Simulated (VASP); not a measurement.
# Zr2B3 (P-6m2) in VASP: notebook, part 2 of 2

VASP 6.6.1. Earlier steps stand in the parts before.

## (4) Relaxation of cell and atoms, PBE

Input file INCAR:

```
SYSTEM = Zr2B3
ALGO     = Normal         ! electronic algorithm
EDIFF    = 1E-6           ! SCF threshold, eV
EDIFFG   = -0.04          ! ionic threshold
ENCUT    = 600            ! plane-wave cutoff, eV
GGA      = PE             ! functional
IBRION   = 2              ! ionic algorithm
ISIF     = 3              ! what is computed and relaxed
ISMEAR   = 0              ! smearing method
LASPH    = .TRUE.         ! aspherical terms in the spheres
LCHARG   = .FALSE.        ! write CHGCAR
LREAL    = .FALSE.        ! projectors in reciprocal space
LWAVE    = .FALSE.        ! write WAVECAR
NELM     = 100            ! most SCF steps
NSW      = 90             ! ionic steps
PREC     = Accurate       ! precision mode
SIGMA    = 0.1            ! smearing width, eV
```

Input file KPOINTS:

```
k-points
0
G
  6 6 4
  0 0 0
```

Input file POSCAR:

```
Zr2B3
1.0
    3.6953243700      0.0000000000      0.0000000000
   -1.8476621900      3.2002447800      0.0000000000
    0.0000000000      0.0000000000      4.5377244200
Zr B
2 3
Direct
    0.6666666700      0.3333333300      0.5000000000
    0.3333333300      0.6666666700      0.0000000000
    0.0000000000      0.0000000000      0.7454000100
    0.0000000000      0.0000000000      0.2545999900
    0.6666666700      0.3333333300      0.0000000000
```

Potentials or basis: VASP PAW PBE potentials, release 64 (Zr_sv, B).

Launch:

```console
> cat potpaw_PBE.64/Zr_sv/POTCAR potpaw_PBE.64/B/POTCAR > POTCAR
> mpirun -np 1 vasp_std > vasp.out
```

OUTCAR:

```text
SYSTEM = Zr2B3
   EDIFF = 1E-6
   EDIFFG = -0.04
   ENCUT = 600
   GGA = PE
   IBRION = 2
   ISIF = 3
   ISMEAR = 0
   LASPH = .TRUE.
   LREAL = .FALSE.
   NELM = 100
   NSW = 90
   PREC = Accurate

 ion  position               nearest neighbor table
   1  0.667  0.333  0.500-   5 2.27   5 2.27   3 2.41   4 2.41   3 2.41   4 2.41   3 2.41   4 2.41
                             2 3.11   2 3.11   2 3.11   2 3.11   2 3.11   2 3.11
   2  0.333  0.667  0.000-   5 2.13   5 2.13   5 2.13   3 2.43   4 2.43   4 2.43   3 2.43   4 2.43
                             3 2.43   1 3.11   1 3.11   1 3.11   1 3.11   1 3.11   1 3.11
   3  0.000  0.000  0.745-   1 2.41   1 2.41   1 2.41   2 2.43   2 2.43   2 2.43
   4  0.000  0.000  0.255-   1 2.41   1 2.41   1 2.41   2 2.43   2 2.43   2 2.43
   5  0.667  0.333  0.000-   2 2.13   2 2.13   2 2.13   1 2.27   1 2.27

  LATTYP: Found a hexagonal cell.
 ALAT       =     3.6953243700
 C/A-ratio  =     1.2279637633

  Lattice vectors:

 A1 = (   3.6953243700,   0.0000000000,   0.0000000000)
 A2 = (  -1.8476621900,   3.2002447800,   0.0000000000)
 A3 = (   0.0000000000,   0.0000000000,   4.5377244200)

Analysis of symmetry for initial positions (statically):
=====================================================================
 Subroutine PRICEL returns:
 Original cell was already a primitive cell.

 Routine SETGRP: Setting up the symmetry group for a
 hexagonal supercell.

 Subroutine GETGRP returns: Found 12 space group operations
 (whereof 12 operations were pure point group operations)
 out of a pool of 24 trial point group operations.

The static configuration has the point symmetry D_3h.
[... 168 lines left out ...]

 val. band max:       10.9748660938   @ k =   0.3333   0.1667   0.2500
 cond. band min:      10.9958486249   @ k =   0.0000   0.0000   0.0000
 fundamental gap:      0.0209825311
 Fermi energy:        10.9903553308

 k-point     1 :       0.0000    0.0000    0.0000
  band No.  band energies     occupation
      1     -37.1042      2.00000
      2     -36.8485      2.00000
      3     -15.8485      2.00000
      4     -15.4607      2.00000
      5     -15.4607      2.00000
      6     -14.9661      2.00000
[... 582 lines left out ...]
  FREE ENERGIE OF THE ION-ELECTRON SYSTEM (eV)
  ---------------------------------------------------
  free  energy   TOTEN  =       -36.3207436690 eV

  energy  without entropy=      -36.2940755732  energy(sigma->0) =      -36.30740962

[... ionic steps 4 to 13 ...]

--------------------------------------- Ionic step       14  -------------------------------------------

 number of electron      33.0000001 magnetization

------------------------ aborting loop because EDIFF is reached ----------------------------------------
[... 73 lines left out ...]
--------------------------------------- Ionic step       16  -------------------------------------------

 number of electron      33.0000000 magnetization

 Free energy of the ion-electron system (eV)
  ---------------------------------------------------
  ext. energy  EPLUGINS =         0.00000000
  ---------------------------------------------------
  free energy    TOTEN  =       -37.02583794 eV

  energy without entropy =      -37.01485709  energy(sigma->0) =      -37.02034752

 E-fermi :   8.2915     XC(G=0): -11.5276

 val. band max:        8.0657770880   @ k =   0.3333   0.1667   0.5000
 cond. band min:       8.2923239135   @ k =   0.3333   0.1667   0.2500
 fundamental gap:      0.2265468255
 Fermi energy:         8.2914911555

 k-point     1 :       0.0000    0.0000    0.0000
  band No.  band energies     occupation
      1     -40.2134      2.00000
      2     -39.8935      2.00000
      3     -18.4317      2.00000
      4     -18.3452      2.00000
      5     -18.3452      2.00000
      6     -17.9949      2.00000
[... 504 lines left out ...]
  FREE ENERGIE OF THE ION-ELECTRON SYSTEM (eV)
  ---------------------------------------------------
  free  energy   TOTEN  =       -37.0258379395 eV

  energy  without entropy=      -37.0148570942  energy(sigma->0) =      -37.02034752

 reached required accuracy - stopping structural energy minimisation
```

OSZICAR:

```text
N       E                     dE             d eps       ncg     rms          rms(c)
DAV:   1     0.293267191736E+03    0.29327E+03   -0.18782E+04   840   0.181E+03
[... 163 lines left out ...]
DAV:   1    -0.370284360319E+02   -0.33869E-02   -0.12021E-01   868   0.326E+00    0.525E-01
DAV:   2    -0.370263175527E+02    0.21185E-02   -0.83093E-03   992   0.790E-01    0.174E-01
DAV:   3    -0.370257790610E+02    0.53849E-03   -0.23558E-03  1304   0.374E-01    0.950E-02
DAV:   4    -0.370258032410E+02   -0.24180E-04   -0.22907E-04  1164   0.933E-02    0.397E-02
DAV:   5    -0.370258247040E+02   -0.21463E-04   -0.74807E-05  1344   0.514E-02    0.222E-02
DAV:   6    -0.370258377502E+02   -0.13046E-04   -0.18801E-05  1368   0.271E-02    0.676E-03
DAV:   7    -0.370258379395E+02   -0.18934E-06   -0.11012E-06   572   0.775E-03
  16 F= -.37025838E+02 E0= -.37020348E+02  d E =-.536199E-02
```

CONTCAR:

```text
Zr2B3
   1.00000000000000
     3.9050580552334999   -0.0000000002984207   -0.0000000000000000
    -1.9525290331589724    3.3818794796478016    0.0000000000000000
    -0.0000000000000000    0.0000000000000000    4.9846849435181824
  Zr              B
     2     3
Direct
     0.6666666699999979    0.3333333300000021    0.5000000000000000
     0.3333333300000021    0.6666666699999979    0.0000000000000000
     0.0000000000000000    0.0000000000000000    0.6738261166500866
     0.0000000000000000    0.0000000000000000    0.3261738833499139
     0.6666666699999979    0.3333333300000021    0.0000000000000000

  0.00000000E+00  0.00000000E+00  0.00000000E+00
  0.00000000E+00  0.00000000E+00  0.00000000E+00
  0.00000000E+00  0.00000000E+00  0.00000000E+00
  0.00000000E+00  0.00000000E+00  0.00000000E+00
  0.00000000E+00  0.00000000E+00  0.00000000E+00
```

Run time: 5 min. Hardware: 1 thread of AMD EPYC 7R43 (Zen 3), shared host; peak memory 0.16 GiB.

Results:

| Property | Result |
| --- | --- |
| Free energy | -37.0258 eV |
| Relaxed volume | 13.17 Å³/atom |
| Relaxed cell | a = 3.905 Å, b = 3.905 Å, c = 4.985 Å, α = 90.00°, β = 90.00°, γ = 120.00° |
| Space group after relaxing (to 0.05 Å) | P-6m2 (No. 187) |
| Energy gained by relaxing | 387.0 meV/atom |
| Ionic steps | 16 |
| Pressure after relaxing | -0.1 GPa |
| Largest force after relaxing | 0.039 eV/Å |

Forces on the atoms (eV/Å):
```
Zr   0.000  0.000  0.000
Zr   0.000  0.000  0.000
B    0.000  0.000  0.039
B    0.000  0.000 -0.039
B    0.000  0.000  0.000
```

Step by step:
```tsv
step	energy change (eV)	largest force (eV/Å)	pressure (GPa)	volume (Å³)
1	0.0000	1.1525	40.47	53.66
2	-0.2685	1.0754	-21.05	77.58
3	-1.2297	1.1793	-1.93	64.86
4	-1.2306	1.1821	-1.23	64.56
5	-1.3766	1.2798	-1.08	64.51
6	-1.7000	1.0620	1.28	64.28
7	-0.0247	7.0376	24.33	63.51
8	-1.7465	0.8506	2.22	64.25
9	-1.8208	0.5758	2.16	64.57
10	-1.8779	0.3857	2.78	65.17
11	-1.8786	0.2236	2.64	65.09
12	-1.9115	0.0854	0.90	65.62
13	-1.9294	0.1191	-1.63	66.44
14	-1.9294	0.1099	-1.53	66.41
15	-1.9340	0.0158	-0.62	66.04
16	-1.9348	0.0390	-0.10	65.83
```

Final structure:
```xyz
5
Lattice="3.9051 0.0000 0.0000 -1.9525 3.3819 0.0000 0.0000 0.0000 4.9847" Properties=species:S:1:pos:R:3 pbc="T T T"
Zr    1.9525    1.1273    2.4923
Zr    0.0000    2.2546    0.0000
B     0.0000    0.0000    3.3588
B     0.0000    0.0000    1.6259
B     1.9525    1.1273    0.0000
```

Levels at points of the mesh, in eV from the Fermi level:
```tsv
k point	band 14	band 15	band 16	band 17	band 18	band 19
(0.00, 0.00, 0.00)	-1.63	-1.63	0.10	0.34	0.34	0.94
(0.50, 0.00, 0.00)	-1.87	-1.84	-1.72	0.08	0.76	1.79
(0.00, 0.00, 0.50)	-3.01	-3.01	-1.87	2.39	2.39	2.41
(0.50, 0.00, 0.50)	-2.01	-1.79	-0.79	0.28	0.42	1.07
```

Caveat: the volume moved by over 15 % at a fixed basis, so the end points are rough.

## (5) Single point, PBE

This run uses another cell than the first one: it holds 10 atoms, not 5.

Input file INCAR:

```
SYSTEM = Zr2B3
PREC = Accurate
ENCUT = 520
EDIFF = 1E-6
ISMEAR = 0
SIGMA = 0.2
LREAL = .FALSE.
LASPH = .TRUE.
NELM = 100
ALGO = Normal
ISIF = 2
LWAVE = .FALSE.
LCHARG = .FALSE.
GGA = PE
NBANDS = 44
```

Input file KPOINTS:

```
Automatic mesh
0
G
  6 6 2
  0 0 0
```

Input file POSCAR:

```
Zr2B3
1.0
    3.9021698547      0.0000000000      0.0000000000
   -1.9510849273      3.3793782240      0.0000000000
    0.0000000000      0.0000000000      9.9568432066
Zr B
4 6
Direct
    0.6666666667      0.3333333333      0.2500000000
    0.6666666667      0.3333333333      0.7500000000
    0.3333333333      0.6666666667      0.5000000000
    0.3333333333      0.6666666667      0.0000000000
    0.0000000000      1.0000000000      0.3374947487
    0.0000000000      1.0000000000      0.8374947487
    0.0000000000      1.0000000000      0.1625052513
    0.0000000000      1.0000000000      0.6625052513
    0.6666666667      0.3333333333      0.5000000000
    0.6666666667      0.3333333333      0.0000000000
```

Launch:

```console
> cat potpaw_PBE.64/Zr_sv/POTCAR potpaw_PBE.64/B/POTCAR > POTCAR
> mpirun -np 1 vasp_std > vasp.out
```

It took 83 s on 1 thread of AMD EPYC 7R43 (Zen 3), shared host; peak memory 0.24 GiB.

It converged, with:

| Item | Value |
| --- | --- |
| Free energy | -74.0892 eV |
| Pressure | 0.1 GPa |
| Largest force | 0.040 eV/Å |
| Band gap on the k mesh | zero (band 33 reaches 9.45 eV, above the bottom of band 34 at 7.83 eV) |

Forces on the atoms (eV/Å):
```
Zr   0.000  0.000  0.000
Zr   0.000  0.000  0.000
Zr   0.000  0.000  0.000
Zr   0.000  0.000  0.000
B    0.000  0.000 -0.040
B    0.000  0.000 -0.040
B    0.000  0.000  0.040
B    0.000  0.000  0.040
B    0.000  0.000  0.000
B    0.000  0.000  0.000
```

Stress tensor (GPa, compression positive):
```
0.19 0.00 0.00
0.00 0.19 0.00
0.00 0.00 0.01
```

Levels at points of the mesh, in eV from the Fermi level:
| k point | band 29 | band 30 | band 31 | band 32 | band 33 | band 34 | band 35 | band 36 |
| --- | --- | --- | --- | --- | --- | --- | --- | --- |
| (0.00, 0.00, 0.00) | -1.87 | -1.62 | -1.62 | 0.11 | 0.33 | 0.33 | 0.92 | 0.92 |
| (0.50, 0.00, 0.00) | -1.86 | -1.79 | -1.72 | -0.81 | 0.08 | 0.29 | 0.42 | 0.75 |
| (0.00, 0.00, 0.50) | -2.36 | -2.36 | -0.69 | -0.69 | 1.13 | 1.13 | 1.13 | 1.13 |
| (0.50, 0.00, 0.50) | -1.75 | -1.75 | -1.54 | -1.54 | 0.47 | 0.47 | 0.55 | 0.55 |

## (6) The runs side by side

| task | cell | k mesh | cutoff (eV) | smearing | gap on the mesh (eV) | pressure (GPa) | largest force (eV/Å) |
| --- | --- | --- | --- | --- | --- | --- | --- |
| single point | a = 3.695, b = 3.695, c = 4.538 Å, angles 90.0, 90.0, 120.0°, 5 atoms | 6 × 6 × 4 | 520 | gaussian 0.1 eV | none | 40.5 | 1.15 |
| single point | a = 3.903, b = 3.903, c = 4.979 Å, angles 90.0, 90.0, 120.0°, 5 atoms | 6 × 6 × 4 | 520 | gaussian 0.1 eV | none | 0.1 | 0.01 |
| relaxation of cell and atoms | relaxed from a = 3.695, b = 3.695, c = 4.538 Å, angles 90.0, 90.0, 120.0°, 5 atoms | 6 × 6 × 4 | 600 | gaussian 0.1 eV | none | -0.1 | 0.04 |
| single point | a = 3.902, b = 3.902, c = 9.957 Å, angles 90.0, 90.0, 120.0°, 10 atoms | 6 × 6 × 2 | 520 | gaussian 0.2 eV | none | 0.1 | 0.04 |

Alike in all rows: level PBE; potentials or basis VASP PAW PBE potentials, release 64 (Zr_sv, B); no spin polarisation.

Caveats: forces of over 1 eV/Å act on the atoms, so gaps and moduli don't describe the material at rest (some runs); the volume moved by over 15 % at a fixed basis, so the end points are rough (some runs).

Total energies depend on the potentials used, so only differences within one code and one set of settings carry meaning.
